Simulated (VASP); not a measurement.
# MgI2 (P-3m1) in VASP: a series of runs, part 2 of 2

VASP 6.6.1. The steps go on from the part before.

## (5) Single point, PBE

INCAR

```
SYSTEM = MgI2
PREC = Accurate
ENCUT = 520
EDIFF = 1E-7
ISMEAR = 0
SIGMA = 0.05
LREAL = .False.
LASPH = .True.
NELM = 80
ALGO = Normal
ISIF = 2
LWAVE = .False.
LCHARG = .False.
GGA = PE
NBANDS = 15
```

KPOINTS

```
regular mesh
0
Gamma
  6 6 4
  0 0 0
```

POSCAR

```
MgI2
1.0
    4.3165329393      0.0000000000      0.0000000000
   -2.1582664697      3.7382271817      0.0000000000
    0.0000000000      0.0000000000      8.0147218160
Mg I
1 2
Direct
    0.0000000000      0.0000000000      0.0000000000
    0.3333333333      0.6666666667      0.7935475476
    0.6666666667      0.3333333333      0.2064524524
```

Potentials or basis: VASP PAW PBE potentials, release 64 (Mg, I).

Started as:

```console
$ cat potpaw_PBE.64/Mg/POTCAR potpaw_PBE.64/I/POTCAR > POTCAR
$ mpirun -np 1 vasp_std > vasp.out
```

OUTCAR:

```text
SYSTEM = MgI2
   PREC = Accurate
   ENCUT = 520
   EDIFF = 1E-7
   ISMEAR = 0
   LREAL = .False.
   LASPH = .True.
   NELM = 80
   ISIF = 2
   GGA = PE

 ion  position               nearest neighbor table
   1  0.000  0.000  0.000-   2 2.99   3 2.99   3 2.99   2 2.99   3 2.99   2 2.99
   2  0.333  0.667  0.794-   1 2.99   1 2.99   1 2.99
   3  0.667  0.333  0.206-   1 2.99   1 2.99   1 2.99

  LATTYP: Found a hexagonal cell.
 ALAT       =     4.3165329393
 C/A-ratio  =     1.8567498334

  Lattice vectors:

 A1 = (   4.3165329393,   0.0000000000,   0.0000000000)
 A2 = (  -2.1582664697,   3.7382271817,   0.0000000000)
 A3 = (   0.0000000000,   0.0000000000,   8.0147218160)

Analysis of symmetry for initial positions (statically):
[... 33 lines left out ...]
                                     Primitive cell

  volume of cell :     129.3270

  direct lattice vectors                    reciprocal lattice vectors
     4.316532939  0.000000000  0.000000000     0.231667409  0.133753241  0.000000000
    -2.158266470  3.738227182  0.000000000     0.000000000  0.267506481  0.000000000
     0.000000000  0.000000000  8.014721816     0.000000000  0.000000000  0.124770394

  length of vectors
     4.316532939  4.316532939  8.014721816     0.267506481  0.267506481  0.124770394

  position of ions in fractional coordinates (direct lattice)
     0.000000000  0.000000000  0.000000000
     0.333333333  0.666666667  0.793547548
     0.666666667  0.333333333  0.206452452

  ion indices of the primitive-cell ions
   primitive index   ion index
                 1           1
                 2           2
                 3           3

----------------------------------------------------------------------------------------

 KPOINTS: regular mesh

Automatic generation of k-mesh.
 Grid dimensions read from file:
 generate k-points for:    6    6    4

 Generating k-lattice:

  Cartesian coordinates                     Fractional coordinates (reciprocal lattice)
     0.038611235  0.022292207  0.000000000     0.166666667  0.000000000  0.000000000
     0.000000000  0.044584414  0.000000000     0.000000000  0.166666667  0.000000000
     0.000000000  0.000000000  0.031192599     0.000000000  0.000000000  0.250000000

  Length of vectors
     0.044584414  0.044584414  0.031192599

  Shift w.r.t. Gamma in fractional coordinates (k-lattice)
[... 9 lines left out ...]
  0.000000  0.000000  0.000000      1.000000
  0.166667  0.000000  0.000000      6.000000
  0.333333 -0.000000  0.000000      6.000000
  0.500000  0.000000  0.000000      3.000000
  0.166667  0.166667  0.000000      6.000000
  0.333333  0.166667  0.000000     12.000000
[... 22 lines left out ...]
   dimension x,y,z NGXF=    64 NGYF=   64 NGZF=  120
   ions per type =               1   2
   NGX,Y,Z   is equivalent  to a cutoff of  12.32, 12.32, 12.45 a.u.
   NGXF,Y,Z  is equivalent  to a cutoff of  24.65, 24.65, 24.89 a.u.
 SYSTEM =  MgI2
   PREC   = accura    normal or accurate (medium, high low for compatibility)
   ISTART =      0    job   : 0-new  1-cont  2-samecut
   ICHARG =      2    charge: 1-file 2-atom 10-const
   ISPIN  =      1    spin polarized calculation?
   LNONCOLLINEAR =      F non collinear calculations
   LSORBIT =      F    spin-orbit coupling
   LASPH  =      T    aspherical Exc in radial PAW
   ENCUT  =  520.0 eV  38.22 Ry    6.18 a.u.   8.03  8.03 14.90*2*pi/ulx,y,z
   NELM   =     80;   NELMIN=  2; NELMDL= -5     # of ELM steps
   EDIFF  = 0.1E-06   stopping-criterion for ELM
   LREAL  =      F    real-space projection
   EDIFFG = 0.1E-05   stopping-criterion for IOM
   NSW    =      0    number of steps for IOM
   IBRION =     -1    ionic relax: 0-MD 1-quasi-New 2-CG
[... 14 lines left out ...]
     AMIX     =   0.40;   BMIX     =  1.00
     AMIX_MAG =   1.60;   BMIX_MAG =  1.00
  volume/ion in A,a.u.               =      43.11       290.91
  Fermi-wavevector in a.u.,A,eV,Ry     =   0.815740  1.541525  9.053749  0.665432
  Thomas-Fermi vector in A             =   1.925882
   LORBIT       =      0    0 simple, 1 ext, 2 COOP (PROOUT), +10 PAW based schemes
   GGA     = PE    functional components
[... 6 lines left out ...]
 Gauss-broadening in eV      SIGMA  =   0.05
  energy-cutoff  :      520.00
  volume of cell :      129.33
 maximum number of plane-waves:      3534
   NGX = 17   NGY = 17   NGZ = 29

 number of electron      16.0000001 magnetization

 Free energy of the ion-electron system (eV)
  ---------------------------------------------------
  ext. energy  EPLUGINS =         0.00000000
  ---------------------------------------------------
  free energy    TOTEN  =        -7.71316525 eV

  energy without entropy =       -7.71316525  energy(sigma->0) =       -7.71316525

 E-fermi :   0.5120     XC(G=0):  -7.1085

 val. band max:        0.2683752083   @ k =   0.0000   0.0000   0.0000
 cond. band min:       3.8667044620   @ k =   0.0000   0.0000   0.0000
 fundamental gap:      3.5983292537
 Fermi energy:         0.5119552499

 k-point     1 :       0.0000    0.0000    0.0000
  band No.  band energies     occupation
      1     -11.2280      2.00000
      2     -10.7234      2.00000
      3      -2.3857      2.00000
      4      -0.0110      2.00000
      5      -0.0110      2.00000
      6       0.1468      2.00000
      7       0.2684      2.00000
      8       0.2684      2.00000
      9       3.8667      0.00000
     10       5.1208      0.00000
     11       6.8535      0.00000
     12       6.8535      0.00000
     13       7.2208      0.00000
     14       8.4076      0.00000
     15       8.4076      0.00000

 k-point     2 :       0.1667    0.0000    0.0000
  band No.  band energies     occupation
      1     -11.1203      2.00000
      2     -10.6694      2.00000
      3      -2.2942      2.00000
      4      -0.8598      2.00000
      5      -0.3657      2.00000
      6      -0.2716      2.00000
      7       0.1773      2.00000
      8       0.2279      2.00000
      9       4.5834      0.00000
     10       5.6676      0.00000
     11       6.3666      0.00000
     12       7.2456      0.00000
     13       7.5469      0.00000
     14       8.2258      0.00000
     15       8.7435      0.00000

 k-point     3 :       0.3333   -0.0000    0.0000
  band No.  band energies     occupation
      1     -10.8697      2.00000
      2     -10.5742      2.00000
      3      -2.4488      2.00000
      4      -1.8315      2.00000
      5      -0.9591      2.00000
      6      -0.6435      2.00000
      7       0.0308      2.00000
      8       0.0571      2.00000
      9       4.3071      0.00000
     10       5.7885      0.00000
     11       6.6635      0.00000
     12       7.5896      0.00000
     13       7.6311      0.00000
     14       8.2896      0.00000
     15       8.9765      0.00000
[... 343 lines left out ...]
 k-point    23 :       0.3333    0.1667    0.5000
  band No.  band energies     occupation
      1     -10.7061      2.00000
      2     -10.5536      2.00000
      3      -2.6210      2.00000
      4      -2.0058      2.00000
      5      -1.2942      2.00000
      6      -0.8165      2.00000
      7      -0.2916      2.00000
      8      -0.0318      2.00000
      9       4.5247      0.00000
     10       6.2497      0.00000
     11       6.8280      0.00000
     12       7.1863      0.00000
     13       7.4030      0.00000
     14       8.8484      0.00000
     15       9.1654      0.00000

 k-point    24 :       0.3333    0.3333    0.5000
  band No.  band energies     occupation
      1     -10.5821      2.00000
      2     -10.5821      2.00000
      3      -2.5094      2.00000
      4      -1.8424      2.00000
      5      -1.8424      2.00000
      6      -1.2988      2.00000
      7      -0.1491      2.00000
      8      -0.1491      2.00000
      9       4.8381      0.00000
     10       6.6008      0.00000
     11       6.6008      0.00000
     12       8.0839      0.00000
     13       8.4073      0.00000
     14       8.4344      0.00000
     15       8.8197      0.00000

------------------------ aborting loop because EDIFF is reached ----------------------------------------

  FORCE on cell =-STRESS in cart. coord.  units (eV):
  Direction    XX          YY          ZZ          XY          YZ          ZX
  --------------------------------------------------------------------------------------
  -------------------------------------------------------------------------------------
  Total       -1.0133840     -1.0133840     -0.3345598      0.0000000      0.0000000      0.0000000
  in kB      -12.5543839    -12.5543839     -4.1447188      0.0000000      0.0000000      0.0000000
  external PRESSURE =      -9.7511622 kB  Pullay stress =       0.0000000 kB

 VOLUME and BASIS-vectors are now :
 -----------------------------------------------------------------------------
  energy-cutoff  :      520.00
  volume of cell :      129.33
      direct lattice vectors                 reciprocal lattice vectors
     4.316532939  0.000000000  0.000000000     0.231667409  0.133753241  0.000000000
    -2.158266470  3.738227182  0.000000000     0.000000000  0.267506481  0.000000000
     0.000000000  0.000000000  8.014721816     0.000000000  0.000000000  0.124770394

 POSITION                                       TOTAL-FORCE (eV/Angst)
 -----------------------------------------------------------------------------------
      0.00000      0.00000      0.00000        -0.000000      0.000000      0.000000
     -0.00000      2.49215      6.36006        -0.000000      0.000000      0.092506
      2.15827      1.24608      1.65466         0.000000     -0.000000     -0.092506
 -----------------------------------------------------------------------------------
    total drift:                               -0.000000      0.000000      0.000000

  FREE ENERGIE OF THE ION-ELECTRON SYSTEM (eV)
  ---------------------------------------------------
  free  energy   TOTEN  =        -7.7131652506 eV

  energy  without entropy=       -7.7131652506  energy(sigma->0) =       -7.71316525
```

OSZICAR:

```text
N       E                     dE             d eps       ncg     rms          rms(c)
DAV:   1     0.774969573511E+02    0.77497E+02   -0.55119E+03   720   0.807E+02
DAV:   2    -0.963794430783E+00   -0.78461E+02   -0.70811E+02   998   0.132E+02
DAV:   3    -0.775622292787E+01   -0.67924E+01   -0.67635E+01   965   0.433E+01
DAV:   4    -0.791560672917E+01   -0.15938E+00   -0.15937E+00  1049   0.783E+00
DAV:   5    -0.791663866081E+01   -0.10319E-02   -0.10319E-02   994   0.673E-01    0.350E+00
DAV:   6    -0.774841292287E+01    0.16823E+00   -0.14124E-01   741   0.189E+00    0.242E+00
DAV:   7    -0.771483993953E+01    0.33573E-01   -0.13441E-01   818   0.180E+00    0.807E-01
DAV:   8    -0.771304643674E+01    0.17935E-02   -0.95285E-03   818   0.541E-01    0.254E-01
DAV:   9    -0.771317437665E+01   -0.12794E-03   -0.12108E-03   916   0.208E-01    0.860E-02
DAV:  10    -0.771315902429E+01    0.15352E-04   -0.43169E-05   909   0.428E-02    0.395E-02
DAV:  11    -0.771316452304E+01   -0.54987E-05   -0.11801E-05   888   0.230E-02    0.114E-02
DAV:  12    -0.771316486775E+01   -0.34472E-06   -0.15138E-06   937   0.702E-03    0.831E-03
DAV:  13    -0.771316551743E+01   -0.64968E-06   -0.33574E-07   860   0.342E-03    0.759E-03
DAV:  14    -0.771316532165E+01    0.19577E-06   -0.34908E-08   675   0.128E-03    0.304E-03
DAV:  15    -0.771316525057E+01    0.71085E-07   -0.97587E-09   451   0.556E-04
   1 F= -.77131653E+01 E0= -.77131653E+01  d E =-.347677E-13
```

Run time: 33 s. Hardware: 1 thread of Intel Xeon Platinum 8375C at 2.90GHz (Ice Lake), shared host; peak memory 0.25 GiB.

What came out:

```
Free energy            : -7.7132 eV
Pressure               : -1.0 GPa
Largest force          : 0.093 eV/Å
Band gap on the k mesh : 3.60 eV, direct
```

Forces on the atoms (eV/Å):
```
Mg   0.000  0.000  0.000
I    0.000  0.000  0.093
I    0.000  0.000 -0.093
```

Levels at points of the mesh, in eV from the valence-band top:
| k point | band 6 | band 7 | band 8 | band 9 | band 10 | band 11 |
| --- | --- | --- | --- | --- | --- | --- |
| (0.00, 0.00, 0.00) | -0.12 | 0.00 | 0.00 | 3.60 | 4.85 | 6.59 |
| (0.50, 0.00, 0.00) | -1.07 | -0.44 | -0.30 | 3.67 | 5.51 | 6.04 |
| (0.00, 0.00, 0.50) | -0.27 | -0.01 | -0.01 | 4.10 | 4.83 | 6.55 |
| (0.50, 0.00, 0.50) | -0.95 | -0.44 | -0.34 | 3.63 | 5.54 | 6.01 |

Caveat: spin-orbit coupling is left out, which moves the levels of the heavy elements; this functional lacks dispersion, which binds the layers, so the pressure and a relaxed spacing across them are unreliable. A k mesh can miss the band edges.

## (6) Single point, PBE

INCAR

```
SYSTEM = MgI2
ALGO = Normal
EDIFF = 1E-6
ENCUT = 520
GGA = PE
ISIF = 2
ISMEAR = 0
LASPH = .True.
LCHARG = .True.
LELF = .True.
LREAL = .False.
LVHAR = .True.
LWAVE = .False.
NBANDS = 15
NELM = 60
PREC = Accurate
SIGMA = 0.05
```

KPOINTS

```
k-points
0
Gamma
  6 6 4
  0 0 0
```

POSCAR

```
MgI2
1.0
    4.3165329393      0.0000000000      0.0000000000
   -2.1582664697      3.7382271817      0.0000000000
    0.0000000000      0.0000000000      8.0147218160
Mg I
1 2
Direct
    0.0000000000      0.0000000000      0.0000000000
    0.3333333333      0.6666666667      0.8012283115
    0.6666666667      0.3333333333      0.1987716885
```

Potentials or basis: VASP PAW PBE potentials, release 64 (Mg, I).

Started as:

```console
$ cat potpaw_PBE.64/Mg/POTCAR potpaw_PBE.64/I/POTCAR > POTCAR
$ mpirun -np 1 vasp_std > vasp.out
```

Wall time 28 s (1 thread of Intel Xeon Platinum 8375C at 2.90GHz (Ice Lake), shared host); peak memory 0.25 GiB.

The run converged. Its results:

```yaml
Free_energy: -7.7077 eV
Pressure: -0.3 GPa
Largest_force: 0.186 eV/Å
Band_gap_on_the_k_mesh: 3.70 eV, indirect (least direct gap 3.73 eV)
```

Forces on the atoms (eV/Å):
```
Mg   0.000  0.000  0.000
I    0.000  0.000 -0.186
I    0.000  0.000  0.186
```

Stress tensor (GPa, compression positive):
```
-0.73  0.00  0.00
 0.00 -0.73  0.00
 0.00  0.00  0.69
```

Levels at points of the mesh, in eV from the valence-band top:
```
           k point  band 4  band 5  band 6  band 7  band 8  band 9  band 10  band 11  band 12  band 13
(0.00, 0.00, 0.00)   -0.36   -0.36   -0.05   -0.04   -0.04    3.70     4.83     6.53     6.53     6.88
(0.50, 0.00, 0.00)   -2.46   -1.18   -1.05   -0.39   -0.31    3.72     5.58     6.16     7.43     7.84
(0.00, 0.00, 0.50)   -0.43   -0.36   -0.36   -0.04   -0.04    4.15     4.82     6.50     6.50     6.89
(0.50, 0.00, 0.50)   -2.51   -1.16   -0.92   -0.38   -0.33    3.71     5.62     6.10     6.70     7.63
```

Caveat: spin-orbit coupling is left out, which moves the levels of the heavy elements; this functional lacks dispersion, which binds the layers, so the pressure and a relaxed spacing across them are unreliable. A k mesh can miss the band edges.
